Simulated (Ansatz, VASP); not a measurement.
# KBr in VASP and in Ansatz

The input INCAR:

```
  PREC = Accurate
  ENCUT = 500
  EDIFF = 1E-6
  ISMEAR = 0
  SIGMA = 0.05
  LREAL = False
  LASPH = True
  NELM = 120
  ALGO = Normal
  ISIF = 2
  LWAVE = False
  LCHARG = False
  GGA = PS
  NBANDS = 15
  GGA_COMPAT = False
```

Contents of KPOINTS:

```
Automatic mesh
0
Gamma
  8 8 8
```

POSCAR

```
KBr
1.0
    0.0000000000      3.3181135158      3.3181135158
    3.3181135158      0.0000000000      3.3181135158
    3.3181135158      3.3181135158      0.0000000000
K Br
1 1
Direct
    0.0000000000      0.0000000000      0.0000000000
    0.5000000000      0.5000000000      0.5000000000
```

Input for Ansatz:

```yaml
crystal:
  lattice:
    - [0.0, 3.3181135158, 3.3181135158]
    - [3.3181135158, 0.0, 3.3181135158]
    - [3.3181135158, 3.3181135158, 0.0]
  atoms:
    - { symbol: K, position: [0.0, 0.0, 0.0] }
    - { symbol: Br, position: [0.5, 0.5, 0.5] }
basis:
  ecutwfc: 420
  ecutrho_ratio: 4
kpoints:
  mp_grid: { grid: [8, 8, 8] }
hamiltonian:
  xc: pbesol
scf:
  occupations: { method: gaussian, width: 0.05 }
output:
  forces: true
  stress: true
  eigenvalues: true
```

Alike in both runs: task single point; functional PBEsol; k mesh 8 × 8 × 8; occupations gaussian, width 0.05 eV; no spin polarisation.

```csv
,VASP,Ansatz
version,VASP 6.6.1,Ansatz 0.2.0
potentials or method,"VASP PAW PBE potentials, release 64 (K_sv, Br), cutoff 500 eV","scalar-relativistic, plane waves, PAW"
valence electrons in the cell,16,16
```

|  | VASP | Ansatz | Ansatz less VASP |
| --- | --- | --- | --- |
| gap on the k mesh at the Fermi level (eV) | 4.24 | 4.24 | +0.003 |
| least direct gap on the mesh (eV) | 4.24 | 4.24 | +0.003 |
| pressure (GPa) | -0.5 | -0.5 | -0.04 |

VASP's potentials were made for PBE, not for PBEsol.
